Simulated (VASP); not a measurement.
ZnCu: single point with LDA

Crystal: ZnCu.

```
Zn Cu
1.0
     3.00276    0.00000    0.00000
     0.00000    3.00276    0.00000
     0.00000    0.00000    3.00276
Zn Cu
1 1
Cartesian
  1.5014 1.5014 1.5014
  0.0000 0.0000 0.0000
```

| Item | Value |
| --- | --- |
| Program | VASP 6.6.1 |
| Task | single point |
| Functional | LDA |
| Potentials or basis | VASP PAW LDA potentials, release 64 (Zn, Cu) |
| Cutoff | 600 eV |
| k mesh | 9 × 9 × 9 |
| Occupations | fermi-dirac, width 0.05 eV |
| Spin | no spin polarisation |
| Dipole correction | no |
| Further INCAR settings | ALGO = Normal; EDIFF = 1e-06; NBANDS = 18 |

```
Pressure : -14.0 GPa
```

Levels at points of the mesh, in eV from the Fermi level:
```
           k point  band 7  band 8  band 9  band 10  band 11  band 12  band 13  band 14  band 15  band 16
(0.00, 0.00, 0.00)   -3.51   -3.51   -2.74    -2.74    -2.74     5.90     5.90     5.90    10.97    10.97
```

Wall time 5.5 s on 1 thread of Intel(R) Xeon(R) 6975P-C (Granite Rapids) (shared host), peak memory 0.13 GiB.
